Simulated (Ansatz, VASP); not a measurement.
This is a calculation of Al2O3 for Ansatz 0.2.0.

The input input.yaml:

```yaml
crystal:
  lattice:
    - [2.38025, 1.3742379782, 4.3318666667]
    - [-2.38025, 1.3742379782, 4.3318666667]
    - [0.0, -2.7484759565, 4.3318666667]
  atoms:
    - { symbol: Al, position: [0.85216, 0.85216, 0.85216] }
    - { symbol: Al, position: [0.64784, 0.64784, 0.64784] }
    - { symbol: Al, position: [0.14784, 0.14784, 0.14784] }
    - { symbol: Al, position: [0.35216, 0.35216, 0.35216] }
    - { symbol: O, position: [0.05668, 0.75, 0.44332] }
    - { symbol: O, position: [0.75, 0.44332, 0.05668] }
    - { symbol: O, position: [0.44332, 0.05668, 0.75] }
    - { symbol: O, position: [0.94332, 0.25, 0.55668] }
    - { symbol: O, position: [0.25, 0.55668, 0.94332] }
    - { symbol: O, position: [0.55668, 0.94332, 0.25] }
hamiltonian:
  xc: revpbe
  pseudopotentials: { kind: paw }
  dispersion: d4
kpoints:
  mp_grid: { grid: [7, 7, 7] }
scf:
  occupations: { method: fermi_dirac, width: 0.05 }
output:
  forces: true
  stress: true
relax:
  f_tol: 0.01
  max_steps: 40
  cell: { stress_tol: 0.05 }
```

Potentials or basis: Ansatz PAW.

Launch:

```console
$ ansatz run input.yaml --threads 4 --pin off --max-ram 11264MiB --backend cpu --events-out ev --progress --plain --runs-dir out
```

Q: Set up the same calculation for VASP 6.6.1. Potentials there: VASP PAW PBE potentials, release 64 (Al, O).

A: As run (the cutoff follows the program's own potentials):

File INCAR:

```
SYSTEM = Al2O3
PREC     = Accurate       ! precision mode
ENCUT    = 600            ! plane-wave cutoff, eV
EDIFF    = 1E-6           ! SCF threshold, eV
ISMEAR   = -1             ! smearing method
SIGMA    = 0.05           ! smearing width, eV
LREAL    = .False.        ! projectors in reciprocal space
LASPH    = .True.         ! aspherical terms in the spheres
NELM     = 80             ! most SCF steps
ALGO     = Normal         ! electronic algorithm
ISIF     = 3              ! what is computed and relaxed
LWAVE    = .False.        ! write WAVECAR
LCHARG   = .False.        ! write CHGCAR
GGA      = RE             ! functional
IVDW     = 13             ! dispersion correction
IBRION   = 2              ! ionic algorithm
NSW      = 60             ! ionic steps
EDIFFG   = -0.01          ! ionic threshold
```

KPOINTS

```
Automatic mesh
0
Gamma
  7 7 7
  0 0 0
```

The input POSCAR:

```
Al2O3
1.0
    2.3802500000      1.3742379782      4.3318666667
   -2.3802500000      1.3742379782      4.3318666667
    0.0000000000     -2.7484759565      4.3318666667
Al O
4 6
Direct
    0.8521600000      0.8521600000      0.8521600000
    0.6478400000      0.6478400000      0.6478400000
    0.1478400000      0.1478400000      0.1478400000
    0.3521600000      0.3521600000      0.3521600000
    0.0566800000      0.7500000000      0.4433200000
    0.7500000000      0.4433200000      0.0566800000
    0.4433200000      0.0566800000      0.7500000000
    0.9433200000      0.2500000000      0.5566800000
    0.2500000000      0.5566800000      0.9433200000
    0.5566800000      0.9433200000      0.2500000000
```

Potentials or basis: VASP PAW PBE potentials, release 64 (Al, O).

The run is started by

```console
$ cat potpaw_PBE.64/Al/POTCAR potpaw_PBE.64/O/POTCAR > POTCAR
$ mpirun -np 1 vasp_std > vasp.out
```

Both were run:

|  | VASP | Ansatz | Ansatz less VASP |
| --- | --- | --- | --- |
| relaxed volume (Å³/atom) | 8.49 | 8.53 | +0.035 |
| relaxed cell length with the largest relative difference (Å) | 5.125 | 5.132 | +0.0076 |

VASP's potentials were made for PBE, not for revPBE.

Noted on Ansatz's run: odd divisions of the mesh miss points on the zone boundary, where band edges often lie, so the gap on the mesh can be too wide; the plane-wave basis is chosen anew once the cell has moved, so the energies of steps on either side of that aren't comparable.
